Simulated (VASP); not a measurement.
# GaSi (P4/mmm) in VASP: notebook

The runs below take GaSi through single point, with PBE.

Program: VASP 6.6.1. These are calculated values, not measurements. Logs are shortened: lines on timing, memory, paths and dates and some standing lists are left out, and cuts for length are marked.

**1. The cell of the first run**

Symmetry: P4/mmm, No. 123, tetragonal system. Conventional cell: a = 2.606 Å, b = 2.606 Å, c = 5.238 Å, α = 90.00°, β = 90.00°, γ = 90.00°. Within 3.4 Å of Ga (site symmetry 4/mmm) lie 4 Ga at 2.61 Å and 2 Si at 2.62 Å. Within 3.4 Å of Si (site symmetry 4/mmm) lie 4 Si at 2.61 Å and 2 Ga at 2.62 Å.

**2. Single point, PBE**

Input file INCAR:

```
ALGO = Normal
EDIFF = 1E-6
ENCUT = 520
GGA = PE
ISIF = 2
ISMEAR = 0
LASPH = True
LCHARG = True
LELF = True
LREAL = False
LVHAR = True
LWAVE = False
NBANDS = 44
NELM = 100
PREC = Accurate
SIGMA = 0.2
```

Input file KPOINTS:

```
k-points
0
Gamma
  8 4 2
```

Input file POSCAR:

```
GaSi
1.0
    2.6064391292      0.0000000000      0.0000000000
    0.0000000000      5.2128782584      0.0000000000
    0.0000000000      0.0000000000     10.4758838185
Ga Si
4 4
Direct
    0.5000000000      0.2500000000      0.2500000000
    0.5000000000      0.2500000000      0.7500000000
    0.5000000000      0.7500000000      0.2500000000
    0.5000000000      0.7500000000      0.7500000000
    0.5000000000      0.2500000000      0.5000000000
    0.5000000000      0.2500000000      1.0000000000
    0.5000000000      0.7500000000      0.5000000000
    0.5000000000      0.7500000000      1.0000000000
```

Potentials or basis: VASP PAW PBE potentials, release 64 (Ga_d, Si).

Started as:

```bash
> cat potpaw_PBE.64/Ga_d/POTCAR potpaw_PBE.64/Si/POTCAR > POTCAR
> mpirun -np 1 vasp_std > vasp.out
```

OUTCAR:

```text
EDIFF = 1E-6
   ENCUT = 520
   GGA = PE
   ISIF = 2
   ISMEAR = 0
   LASPH = True
   LREAL = False
   NELM = 100
   PREC = Accurate

 ion  position               nearest neighbor table
   1  0.500  0.250  0.250-   3 2.61   3 2.61   6 2.62   5 2.62
   2  0.500  0.250  0.750-   4 2.61   4 2.61   6 2.62   5 2.62
   3  0.500  0.750  0.250-   1 2.61   1 2.61   8 2.62   7 2.62
   4  0.500  0.750  0.750-   2 2.61   2 2.61   8 2.62   7 2.62
   5  0.500  0.250  0.500-   7 2.61   7 2.61   1 2.62   2 2.62
   6  0.500  0.250  0.000-   8 2.61   8 2.61   1 2.62   2 2.62
   7  0.500  0.750  0.500-   5 2.61   5 2.61   3 2.62   4 2.62
   8  0.500  0.750  0.000-   6 2.61   6 2.61   3 2.62   4 2.62

  LATTYP: Found a simple orthorhombic cell.
 ALAT       =     2.6064391292
 B/A-ratio  =     2.0000000000
 C/A-ratio  =     4.0192321014

  Lattice vectors:

 A1 = (   2.6064391292,   0.0000000000,   0.0000000000)
 A2 = (   0.0000000000,   5.2128782584,   0.0000000000)
 A3 = (   0.0000000000,   0.0000000000,  10.4758838185)

Analysis of symmetry for initial positions (statically):
=====================================================================
 Subroutine PRICEL returns following result:

  LATTYP: Found a simple tetragonal cell.
 ALAT       =     2.6064391292
 C/A-ratio  =     2.0096160507

  Lattice vectors:

 A1 = (   2.6064391292,   0.0000000000,   0.0000000000)
 A2 = (   0.0000000000,   2.6064391292,   0.0000000000)
 A3 = (   0.0000000000,   0.0000000000,   5.2379419093)

   4 primitive cells build up your supercell.

 Routine SETGRP: Setting up the symmetry group for a
 simple orthorhombic supercell.

 Subroutine GETGRP returns: Found  8 space group operations
 (whereof  8 operations were pure point group operations)
 out of a pool of  8 trial point group operations.

The static configuration has the point symmetry D_2h.

Analysis of symmetry for dynamics (positions and initial velocities):
=====================================================================
 Subroutine PRICEL returns following result:

  LATTYP: Found a simple tetragonal cell.
 ALAT       =     2.6064391292
[... 116 lines left out ...]
   NELM   =    100;   NELMIN=  2; NELMDL= -5     # of ELM steps
   EDIFF  = 0.1E-05   stopping-criterion for ELM
   LREAL  =      F    real-space projection
   EDIFFG = 0.1E-04   stopping-criterion for IOM
   NSW    =      0    number of steps for IOM
   IBRION =     -1    ionic relax: 0-MD 1-quasi-New 2-CG
   NFREE  =      0    steps in history (QN), initial steepest desc. (CG)
   ISIF   =      2    stress and relaxation
   ISYM   =      2    0-nonsym 1-usesym 2-fastsym
   POTIM  = 0.5000    time-step for ionic-motion
   TEBEG  =    0.0;   TEEND  =   0.0 temperature during run
   PSTRESS=    0.0 pullay stress
   NELECT =      68.0000    total number of electrons
   NUPDOWN=      -1.0000    fix difference up-down
   EMIN   =  10.00;   EMAX   =-10.00  energy-range for DOS
   EFERMI =   0.00;   METHOD = LEGACY
   ISMEAR =     0;   SIGMA  =   0.20  broadening in eV -4-tet -1-fermi 0-gaus
   EFERMI_NEDOS =   21; number of points for ismear=-14 and -15
   IALGO  =     38    algorithm
   IMIX   =      4    mixing-type and parameters
     AMIX     =   0.40;   BMIX     =  1.00
     AMIX_MAG =   1.60;   BMIX_MAG =  1.00
  volume/ion in A,a.u.               =      17.79       120.07
  Fermi-wavevector in a.u.,A,eV,Ry     =   1.279791  2.418455 22.284520  1.637866
  Thomas-Fermi vector in A             =   2.412257
   LORBIT       =      0    0 simple, 1 ext, 2 COOP (PROOUT), +10 PAW based schemes
   GGA     = PE    functional components
   LHFCALC =     F    Hartree Fock is set to
   AEXX    =    0.0000 exact exchange contribution
   IVDW    =     0    specifies the selected vdW correction
   LEPSILON=     F    determine dielectric tensor
   LRPA    =     F    only Hartree local field effects (RPA)
 non-spin polarized calculation
 Gauss-broadening in eV      SIGMA  =   0.20
  energy-cutoff  :      520.00
  volume of cell :      142.34
 maximum number of plane-waves:      3880
 NGX is ok and might be reduce to    20

 number of electron      67.9999953 magnetization

 Free energy of the ion-electron system (eV)
  ---------------------------------------------------
  ext. energy  EPLUGINS =         0.00000000
  ---------------------------------------------------
  free energy    TOTEN  =       -30.95546098 eV

  energy without entropy =      -30.81854813  energy(sigma->0) =      -30.88700456

 E-fermi :   6.7826     XC(G=0): -10.7390

 val. band max:        6.7802821798   @ k =   0.2500   0.0000   0.5000
 cond. band min:       6.8215808452   @ k =   0.0000   0.5000   0.0000
 fundamental gap:      0.0412986654
 Fermi energy:         6.7826155176

 k-point     1 :       0.0000    0.0000    0.0000
  band No.  band energies     occupation
      1      -8.7024      2.00000
      2      -8.7024      2.00000
      3      -8.5413      2.00000
      4      -8.5399      2.00000
      5      -8.5117      2.00000
      6      -8.4936      2.00000
[... 1117 lines left out ...]
     43      11.2241      0.00000
     44      11.2241      0.00000

 [... further k-points ...]

------------------------ aborting loop because EDIFF is reached ----------------------------------------

  FORCE on cell =-STRESS in cart. coord.  units (eV):
  Direction    XX          YY          ZZ          XY          YZ          ZX
  --------------------------------------------------------------------------------------
  -------------------------------------------------------------------------------------
  Total        0.9051898      0.9049286     -1.2833957      0.0000000      0.0000000      0.0000000
  in kB       10.1890668     10.1861263    -14.4462560      0.0000000      0.0000000      0.0000000
  external PRESSURE =       1.9763124 kB  Pullay stress =       0.0000000 kB

 VOLUME and BASIS-vectors are now :
 -----------------------------------------------------------------------------
  energy-cutoff  :      520.00
  volume of cell :      142.34
      direct lattice vectors                 reciprocal lattice vectors
     2.606439129  0.000000000  0.000000000     0.383665204  0.000000000  0.000000000
     0.000000000  5.212878258  0.000000000     0.000000000  0.191832602  0.000000000
     0.000000000  0.000000000 10.475883818     0.000000000  0.000000000  0.095457340

 POSITION                                       TOTAL-FORCE (eV/Angst)
 -----------------------------------------------------------------------------------
      1.30322      1.30322      2.61897         0.000000      0.000000     -0.000000
      1.30322      1.30322      7.85691        -0.000000     -0.000000     -0.000000
      1.30322      3.90966      2.61897         0.000000      0.000000     -0.000000
      1.30322      3.90966      7.85691         0.000000      0.000000     -0.000000
      1.30322      1.30322      5.23794         0.000000     -0.000000     -0.000000
      1.30322      1.30322      0.00000         0.000000     -0.000000     -0.000000
      1.30322      3.90966      5.23794         0.000000     -0.000000      0.000000
      1.30322      3.90966      0.00000         0.000000     -0.000000     -0.000000
 -----------------------------------------------------------------------------------
    total drift:                               -0.000000      0.000000      0.000000

  FREE ENERGIE OF THE ION-ELECTRON SYSTEM (eV)
  ---------------------------------------------------
  free  energy   TOTEN  =       -30.9554609833 eV

  energy  without entropy=      -30.8185481306  energy(sigma->0) =      -30.88700456
```

OSZICAR:

```text
N       E                     dE             d eps       ncg     rms          rms(c)
DAV:   1     0.534023656561E+03    0.53402E+03   -0.30887E+04  2792   0.237E+03
DAV:   2     0.476813940199E+02   -0.48634E+03   -0.46926E+03  2792   0.574E+02
DAV:   3    -0.272369378135E+02   -0.74918E+02   -0.72314E+02  3144   0.162E+02
DAV:   4    -0.309496246620E+02   -0.37127E+01   -0.36256E+01  3132   0.359E+01
DAV:   5    -0.310747529241E+02   -0.12513E+00   -0.12461E+00  3772   0.656E+00    0.506E+00
DAV:   6    -0.309625937181E+02    0.11216E+00   -0.53361E-01  3552   0.734E+00    0.281E+00
DAV:   7    -0.309565587618E+02    0.60350E-02   -0.81398E-02  3212   0.141E+00    0.995E-01
DAV:   8    -0.309552614257E+02    0.12973E-02   -0.13437E-02  3140   0.621E-01    0.252E-01
DAV:   9    -0.309552478811E+02    0.13545E-04   -0.22065E-03  3384   0.363E-01    0.199E-01
DAV:  10    -0.309554971676E+02   -0.24929E-03   -0.43795E-04  3152   0.145E-01    0.580E-02
DAV:  11    -0.309554609939E+02    0.36174E-04   -0.10154E-04  3260   0.881E-02    0.102E-02
DAV:  12    -0.309554614929E+02   -0.49900E-06   -0.13049E-05  2984   0.166E-02    0.663E-03
DAV:  13    -0.309554609833E+02    0.50960E-06   -0.71555E-07  1664   0.701E-03
   1 F= -.30955461E+02 E0= -.30887005E+02  d E =-.136913E+00
```

stdout:

```text
POSCAR found type information on POSCAR GaSi
 POSCAR found :  2 types and       8 ions
 scaLAPACK will be used
 LDA part: xc-table for (Slater+PW92), standard interpolation
 POSCAR, INCAR and KPOINTS ok, starting setup
 FFT: planning ... GRIDC
 FFT: planning ... GRID_SOFT
 FFT: planning ... GRID
 WAVECAR not read
 entering main loop
```

Wall time 5.7 min (1 thread of Intel Xeon 8259CL, shared host); peak memory 0.32 GiB.

Results:

| Property | Result |
| --- | --- |
| Free energy | -30.9555 eV |
| Pressure | 0.2 GPa |
| Band gap on the k mesh | zero (bands 34 and 35 overlap by 2.44 eV) |

**3. Single point, PBE**

This run uses another cell than the first one: it holds 2 atoms, not 8.

Input file INCAR:

```
PREC = Accurate
ENCUT = 520
EDIFF = 1E-6
ISMEAR = 0
SIGMA = 0.1
LREAL = F
LASPH = T
NELM = 60
ALGO = Normal
ISIF = 2
LWAVE = F
LCHARG = T
GGA = PE
LELF = T
LVHAR = T
NBANDS = 16
```

Input file KPOINTS:

```
regular mesh
0
Gamma
  22 22 12
```

Input file POSCAR:

```
GaSi
1.0
    2.6064391292      0.0000000000      0.0000000000
    0.0000000000      2.6064391292      0.0000000000
    0.0000000000      0.0000000000      5.2379419093
Ga Si
1 1
Direct
    0.5000000000      0.5000000000      0.5000000000
    0.5000000000      0.5000000000      0.0000000000
```

Potentials or basis: VASP PAW PBE potentials, release 64 (Ga_d, Si).

Started as:

```bash
> cat potpaw_PBE.64/Ga_d/POTCAR potpaw_PBE.64/Si/POTCAR > POTCAR
> mpirun -np 1 vasp_std > vasp.out
```

Run time: 5.5 min. Hardware: 1 thread of Intel Xeon 8259CL, shared host; peak memory 0.4 GiB.

It converged, with:

```yaml
Free_energy: -7.7984 eV
Pressure: 0.1 GPa
Band_gap_on_the_k_mesh: zero (an odd number of electrons rules out a gap without spin polarisation)
```

Levels at points of the mesh, in eV from the Fermi level:
| k point | band 5 | band 6 | band 7 | band 8 | band 9 | band 10 | band 11 | band 12 | band 13 | band 14 |
| --- | --- | --- | --- | --- | --- | --- | --- | --- | --- | --- |
| (0.00, 0.00, 0.00) | -14.61 | -11.99 | -7.33 | -5.35 | 7.89 | 7.89 | 8.28 | 8.29 | 9.57 | 12.52 |
| (0.50, 0.00, 0.00) | -14.67 | -7.48 | -5.44 | -2.31 | -1.79 | -1.62 | 2.92 | 10.97 | 11.81 | 12.20 |
| (0.50, 0.50, 0.00) | -14.44 | -2.58 | -1.99 | -1.99 | 1.55 | 1.95 | 1.95 | 2.64 | 4.00 | 6.63 |
| (0.00, 0.00, 0.50) | -14.61 | -11.09 | -10.11 | 0.29 | 0.54 | 8.32 | 8.32 | 8.38 | 10.91 | 10.91 |
| (0.50, 0.00, 0.50) | -14.67 | -6.83 | -5.32 | -4.66 | -3.45 | 4.14 | 4.53 | 6.88 | 8.79 | 11.29 |
| (0.50, 0.50, 0.50) | -14.44 | -2.02 | -1.38 | -1.38 | -0.50 | 0.37 | 0.37 | 3.05 | 5.52 | 8.66 |

The gap in the log of VASP goes by the Fermi energy; the results here count the filled bands.